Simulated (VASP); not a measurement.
# In (P6/mmm) in VASP: density of states with PBE

Aim: the density of states of In with PBE.

Program: VASP 6.6.1. These are calculated values, not measurements. Logs are shortened: lines on timing, memory, paths and dates and some standing lists are left out, and cuts for length are marked.

## (1) The cell of the first run

The structure is hexagonal, space group P6/mmm (No. 191). The conventional cell has a = 4.008 Å, b = 4.008 Å, c = 2.410 Å, α = 90.00°, β = 90.00°, γ = 120.00°. Within 3.2 Å of In (site symmetry 6/mmm) lie 14 In at 2.41 to 2.61 Å. In (site symmetry -6m2) has 11 In at 2.31 to 2.61 Å within 3.1 Å.

## (2) Density of states, PBE (volume scaled by 0.4)

POSCAR reads:

```
In
1.0
    4.0077375490      0.0000000000      0.0000000000
   -2.0038687745      3.4708025292      0.0000000000
    0.0000000000      0.0000000000      2.4104422058
In
3
Direct
    0.0000000000      0.0000000000      0.0000000000
    0.3333333333      0.6666666667      0.5000000000
    0.6666666667      0.3333333333      0.5000000000
```

INCAR.step1 reads:

```
SYSTEM = In
ALGO = Normal
EDIFF = 1E-6
ENCUT = 520
GGA = PE
ISIF = 2
ISMEAR = -1
LASPH = .TRUE.
LCHARG = .TRUE.
LREAL = .FALSE.
LWAVE = .FALSE.
NBANDS = 26
NELM = 100
PREC = Accurate
SIGMA = 0.1
```

KPOINTS.step1 reads:

```
k-points
0
G
  8 8 10
  0 0 0
```

INCAR.step2 reads:

```
SYSTEM = In
ALGO = Normal
EDIFF = 1E-6
ENCUT = 520
GGA = PE
ICHARG = 11
ISIF = 2
ISMEAR = -5
LASPH = .TRUE.
LCHARG = .FALSE.
LORBIT = 11
LREAL = .FALSE.
LWAVE = .FALSE.
NEDOS = 1001
NELM = 100
PREC = Accurate
SIGMA = 0.1
```

KPOINTS.step2 reads:

```
k-points
0
G
  12 12 15
  0 0 0
```

Potentials or basis: VASP PAW PBE potentials, release 64 (In_d).

The run is started by

```console
$ cat potpaw_PBE.64/In_d/POTCAR > POTCAR
$ cp INCAR.step1 INCAR
$ cp KPOINTS.step1 KPOINTS
$ mpirun -np 1 vasp_std > vasp.out
$ cp INCAR.step2 INCAR
$ cp KPOINTS.step2 KPOINTS
$ mpirun -np 1 vasp_std > vasp.out
```

OUTCAR:

```text
SYSTEM = In
   EDIFF = 1E-6
   ENCUT = 520
   GGA = PE
   ICHARG = 11
   ISIF = 2
   ISMEAR = -5
   LASPH = .TRUE.
   LORBIT = 11
   LREAL = .FALSE.
   NELM = 100
   PREC = Accurate

 ion  position               nearest neighbor table
   1  0.000  0.000  0.000-   2 2.61   3 2.61   2 2.61   3 2.61   3 2.61   3 2.61   2 2.61   2 2.61
                             3 2.61   3 2.61   2 2.61   2 2.61
   2  0.333  0.667  0.500-   3 2.31   3 2.31   3 2.31   1 2.61   1 2.61   1 2.61   1 2.61   1 2.61
                             1 2.61   3 3.34   3 3.34   3 3.34   3 3.34   3 3.34   3 3.34
   3  0.667  0.333  0.500-   2 2.31   2 2.31   2 2.31   1 2.61   1 2.61   1 2.61   1 2.61   1 2.61
                             1 2.61   2 3.34   2 3.34   2 3.34   2 3.34   2 3.34   2 3.34

  LATTYP: Found a hexagonal cell.
 ALAT       =     4.0077375490
 C/A-ratio  =     0.6014471198

  Lattice vectors:

 A1 = (   4.0077375490,   0.0000000000,   0.0000000000)
 A2 = (  -2.0038687745,   3.4708025292,   0.0000000000)
 A3 = (   0.0000000000,   0.0000000000,   2.4104422058)

Analysis of symmetry for initial positions (statically):
=====================================================================
 Subroutine PRICEL returns:
 Original cell was already a primitive cell.

 Routine SETGRP: Setting up the symmetry group for a
 hexagonal supercell.

 Subroutine GETGRP returns: Found 24 space group operations
 (whereof 24 operations were pure point group operations)
 out of a pool of 24 trial point group operations.

The static configuration has the point symmetry D_6h.

Analysis of symmetry for dynamics (positions and initial velocities):
=====================================================================
 Subroutine PRICEL returns:
 Original cell was already a primitive cell.

 Routine SETGRP: Setting up the symmetry group for a
 hexagonal supercell.

 Subroutine GETGRP returns: Found 24 space group operations
 (whereof 24 operations were pure point group operations)
 out of a pool of 24 trial point group operations.

The dynamic configuration has the point symmetry D_6h.

 Subroutine INISYM returns: Found 24 space group operations
 (whereof 24 operations are pure point group operations),
 and found     1 'primitive' translations

----------------------------------------------------------------------------------------

                                     Primitive cell

  volume of cell :      33.5294

  direct lattice vectors                    reciprocal lattice vectors
     4.007737549  0.000000000  0.000000000     0.249517337  0.144058902  0.000000000
    -2.003868774  3.470802529  0.000000000     0.000000000  0.288117803  0.000000000
     0.000000000  0.000000000  2.410442206     0.000000000  0.000000000  0.414861637

  length of vectors
     4.007737549  4.007737549  2.410442206     0.288117803  0.288117803  0.414861637

  position of ions in fractional coordinates (direct lattice)
     0.000000000  0.000000000  0.000000000
     0.333333333  0.666666667  0.500000000
     0.666666667  0.333333333  0.500000000

  ion indices of the primitive-cell ions
   primitive index   ion index
                 1           1
                 2           2
                 3           3

----------------------------------------------------------------------------------------

 KPOINTS: k-points

Automatic generation of k-mesh.
 Grid dimensions read from file:
 generate k-points for:   12   12   15

 Generating k-lattice:

  Cartesian coordinates                     Fractional coordinates (reciprocal lattice)
     0.020793111  0.012004908  0.000000000     0.083333333 -0.000000000  0.000000000
     0.000000000  0.024009817  0.000000000     0.000000000  0.083333333  0.000000000
     0.000000000  0.000000000  0.027657442     0.000000000  0.000000000  0.066666667

  Length of vectors
     0.024009817  0.024009817  0.027657442

  Shift w.r.t. Gamma in fractional coordinates (k-lattice)
     0.000000000  0.000000000  0.000000000

 TETIRR: Found   2127 inequivalent tetrahedra from    12960

 Subroutine IBZKPT returns following result:
 ===========================================

 Found    152 irreducible k-points:

 Following reciprocal coordinates:
            Coordinates               Weight
  0.000000  0.000000  0.000000      1.000000
  0.083333 -0.000000  0.000000      6.000000
  0.166667  0.000000  0.000000      6.000000
  0.250000  0.000000  0.000000      6.000000
  0.333333  0.000000  0.000000      6.000000
  0.416667  0.000000  0.000000      6.000000
[... 16 lines left out ...]
  0.250000  0.000000  0.066667     12.000000
  0.333333  0.000000  0.066667     12.000000
 [... further k-points ...]
   k-points           NKPTS =    152   k-points in BZ     NKDIM =    152   number of bands    NBANDS=     23
   number of dos      NEDOS =   1001   number of ions     NIONS =      3
   total plane-waves  NPLWV =  16200
   dimension x,y,z NGX =    30 NGY =   30 NGZ =   18
   dimension x,y,z NGXF=    60 NGYF=   60 NGZF=   36
   ions per type =               3
   NGX,Y,Z   is equivalent  to a cutoff of  12.44, 12.44, 12.41 a.u.
   NGXF,Y,Z  is equivalent  to a cutoff of  24.89, 24.89, 24.83 a.u.
 SYSTEM =  In
   PREC   = accura    normal or accurate (medium, high low for compatibility)
   ISTART =      0    job   : 0-new  1-cont  2-samecut
   ICHARG =     11    charge: 1-file 2-atom 10-const
   ISPIN  =      1    spin polarized calculation?
   LNONCOLLINEAR =      F non collinear calculations
   LSORBIT =      F    spin-orbit coupling
   LASPH  =      T    aspherical Exc in radial PAW
   ENCUT  =  520.0 eV  38.22 Ry    6.18 a.u.   7.45  7.45  4.48*2*pi/ulx,y,z
   NELM   =    100;   NELMIN=  2; NELMDL=  0     # of ELM steps
   EDIFF  = 0.1E-05   stopping-criterion for ELM
   LREAL  =      F    real-space projection
   EDIFFG = 0.1E-04   stopping-criterion for IOM
   NSW    =      0    number of steps for IOM
   IBRION =     -1    ionic relax: 0-MD 1-quasi-New 2-CG
   NFREE  =      0    steps in history (QN), initial steepest desc. (CG)
   ISIF   =      2    stress and relaxation
   ISYM   =      2    0-nonsym 1-usesym 2-fastsym
   POTIM  = 0.5000    time-step for ionic-motion
   TEBEG  =    0.0;   TEEND  =   0.0 temperature during run
   PSTRESS=    0.0 pullay stress
   NELECT =      39.0000    total number of electrons
   NUPDOWN=      -1.0000    fix difference up-down
   EMIN   =  10.00;   EMAX   =-10.00  energy-range for DOS
   EFERMI =   0.00;   METHOD = LEGACY
   ISMEAR =    -5;   SIGMA  =   0.10  broadening in eV -4-tet -1-fermi 0-gaus
   EFERMI_NEDOS =   21; number of points for ismear=-14 and -15
   IALGO  =     38    algorithm
   IMIX   =      4    mixing-type and parameters
     AMIX     =   0.40;   BMIX     =  1.00
     AMIX_MAG =   1.60;   BMIX_MAG =  1.00
  volume/ion in A,a.u.               =      11.18        75.42
  Fermi-wavevector in a.u.,A,eV,Ry     =   1.721688  3.253518 40.330510  2.964209
  Thomas-Fermi vector in A             =   2.797893
   LORBIT       =     11    0 simple, 1 ext, 2 COOP (PROOUT), +10 PAW based schemes
   GGA     = PE    functional components
   LHFCALC =     F    Hartree Fock is set to
   AEXX    =    0.0000 exact exchange contribution
   IVDW    =     0    specifies the selected vdW correction
   LEPSILON=     F    determine dielectric tensor
   LRPA    =     F    only Hartree local field effects (RPA)
 non-spin polarized calculation
 Fermi weights with tetrahedron method with Bloechl corrections
  energy-cutoff  :      520.00
  volume of cell :       33.53
 maximum number of plane-waves:       933
 NGX is ok and might be reduce to    30

 number of electron      38.9999991 magnetization

 Free energy of the ion-electron system (eV)
  ---------------------------------------------------
  ext. energy  EPLUGINS =         0.00000000
  ---------------------------------------------------
  free energy    TOTEN  =        13.16736679 eV

  energy without entropy =       13.16736679  energy(sigma->0) =       13.16736679

 E-fermi :  23.7127     XC(G=0): -15.0384

 val. band max:       24.0459298987   @ k =   0.2500   0.2500   0.0000
 cond. band min:      23.0774075731   @ k =   0.0000   0.0000   0.2667
 fundamental gap:     -0.9685223256
 Fermi energy:        23.7126649187

 k-point     1 :       0.0000    0.0000    0.0000
  band No.  band energies     occupation
      1       3.0326      2.00000
      2       4.5317      2.00000
      3       4.6613      2.00000
      4       4.6768      2.00000
      5       4.9446      2.00000
      6       4.9446      2.00000
[... 15 lines left out ...]
     22      22.2027      2.00000
     23      30.5077      0.00000

 k-point     2 :       0.0833   -0.0000    0.0000
  band No.  band energies     occupation
      1       3.0667      2.00000
      2       4.5241      2.00000
      3       4.6179      2.00000
      4       4.6825      2.00000
      5       4.7308      2.00000
      6       4.7718      2.00000
[... 15 lines left out ...]
     22      23.3601      1.34085
     23      30.6768      0.00000

 k-point     3 :       0.1667    0.0000    0.0000
  band No.  band energies     occupation
      1       3.1629      2.00000
      2       4.2027      2.00000
      3       4.4819      2.00000
      4       4.5271      2.00000
      5       4.6443      2.00000
      6       4.9560      2.00000
[... 15 lines left out ...]
     22      25.5442     -0.05499
     23      31.1740      0.00000
[... 495 lines left out ...]
 k-point    23 :       0.2500    0.0000    0.0667
  band No.  band energies     occupation
      1       3.4043      2.00000
      2       3.8541      2.00000
      3       4.2838      2.00000
      4       4.5110      2.00000
      5       4.6805      2.00000
      6       5.2310      2.00000
[... 15 lines left out ...]
     22      27.9055      0.00000
     23      30.7919      0.00000

 k-point    24 :       0.3333    0.0000    0.0667
  band No.  band energies     occupation
      1       3.5468      2.00000
      2       3.5989      2.00000
      3       4.1742      2.00000
      4       4.3685      2.00000
      5       4.6092      2.00000
      6       5.1662      2.00000
[... 15 lines left out ...]
     22      29.9768      0.00000
     23      31.7045      0.00000

 [... further k-points ...]

------------------------ aborting loop because EDIFF is reached ----------------------------------------

  FORCE on cell =-STRESS in cart. coord.  units (eV):
  Direction    XX          YY          ZZ          XY          YZ          ZX
  --------------------------------------------------------------------------------------
  -------------------------------------------------------------------------------------
  Total       69.2995841     69.2995841     68.4404383      0.0000000     -0.0000000      0.0000000
  in kB     3311.4279418   3311.4279419   3270.3743132      0.0000000     -0.0000000      0.0000000
  external PRESSURE =    3297.7433990 kB  Pullay stress =       0.0000000 kB

 VOLUME and BASIS-vectors are now :
 -----------------------------------------------------------------------------
  energy-cutoff  :      520.00
  volume of cell :       33.53
      direct lattice vectors                 reciprocal lattice vectors
     4.007737549  0.000000000  0.000000000     0.249517337  0.144058902  0.000000000
    -2.003868774  3.470802529  0.000000000     0.000000000  0.288117803  0.000000000
     0.000000000  0.000000000  2.410442206     0.000000000  0.000000000  0.414861637

 POSITION                                       TOTAL-FORCE (eV/Angst)
 -----------------------------------------------------------------------------------
      0.00000      0.00000      0.00000         0.000000      0.000000     -0.000000
     -0.00000      2.31387      1.20522        -0.000000      0.000000      0.000000
      2.00387      1.15693      1.20522         0.000000      0.000000     -0.000000
 -----------------------------------------------------------------------------------
    total drift:                               -0.000000      0.000000     -0.000000

  FREE ENERGIE OF THE ION-ELECTRON SYSTEM (eV)
  ---------------------------------------------------
  free  energy   TOTEN  =        13.1673667916 eV

  energy  without entropy=       13.1673667916  energy(sigma->0) =       13.16736679

 total charge

# of ion       s       p       d       tot
------------------------------------------
    1        1.158   1.385  10.241  12.784
    2        1.158   1.651  10.200  13.009
    3        1.158   1.651  10.200  13.009
--------------------------------------------------
tot          3.475   4.687  30.640  38.802
```

Run time: 69 s. Hardware: 1 thread of Intel Xeon 6975P-C (Granite Rapids), shared host; peak memory 0.2 GiB.

What came out:

```yaml
Valence_electrons_inside_the_program's_atomic_spheres: In 12.78, 13.01
```

Levels at points of the mesh, in eV from the Fermi level:
```csv
k point,band 15,band 16,band 17,band 18,band 19,band 20,band 21,band 22,band 23
"(0.00, 0.00, 0.00)",-16.18,-16.18,-3.33,-3.33,-3.26,-3.26,-1.79,-1.51,6.80
"(0.50, 0.00, 0.00)",-16.10,-14.58,-14.31,-9.20,-3.76,6.41,6.77,7.00,7.14
```

Caveat: the bands computed are all filled at some k points, so no gap is given; spin-orbit coupling is left out, which moves the levels of the heavy elements.
